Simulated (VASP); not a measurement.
Write the native input for VASP 6.6.1 that does the following.

| Property | Result |
| --- | --- |
| Task | relaxation of cell and atoms |
| Functional | PBE |
| Potentials or basis | VASP PAW PBE potentials, release 64 (N) |
| Cutoff | 600 eV |
| k mesh | 4 × 4 × 4 |
| Occupations | gaussian, width 0.02 eV |
| Spin | collinear spin, ferromagnetic start |
| Starting moments | [3.24, 3.24, 3.24, 3.24] μB |
| Dipole correction | no |
| Further INCAR settings | ALGO = Normal; EDIFF = 1e-06; IBRION = 2; EDIFFG = -0.005; NSW = 100; ISIF = 3 |

The structure of N lies in POSCAR:

```
N
1.0
    5.8932655369      0.0000000000      0.0000000000
    0.0000000000      5.8932655369      0.0000000000
    0.0000000000      0.0000000000      5.8932655369
N
4
Direct
    0.0000132689      0.0000132689      0.0000132689
    0.4999867311      0.9999867311      0.5000132689
    0.5000132689      0.4999867311      0.9999867311
    0.9999867311      0.5000132689      0.4999867311
```

The input as run:

INCAR

```
ALGO = Normal
EDIFF = 1E-6
EDIFFG = -0.005
ENCUT = 600
GGA = PE
IBRION = 2
ISIF = 3
ISMEAR = 0
ISPIN = 2
LASPH = T
LCHARG = F
LORBIT = 11
LREAL = F
LWAVE = F
MAGMOM = 3.24 3.24 3.24 3.24
NELM = 150
NSW = 100
PREC = Accurate
SIGMA = 0.02
```

KPOINTS

```
k-points
0
Gamma
  4 4 4
```

Potentials or basis: VASP PAW PBE potentials, release 64 (N).

Command:

```sh
$ cat potpaw_PBE.64/N/POTCAR > POTCAR
$ mpirun -np 1 vasp_std > vasp.out
```

Results of the run:

The pressure after relaxing is 0.0 GPa, the band gap on the k mesh is 3.29 eV and the net moment is 12.00 μB per cell. The site moments are N +1.95 μB and the valence electrons inside the program's atomic spheres are N 3.27.

Caveat: the relaxation stopped at its first step, so nothing moved.

It took 2.4 min on 1 thread of Oxide Virtual Turin-like Processor, with other jobs on the host, peak memory 0.38 GiB.
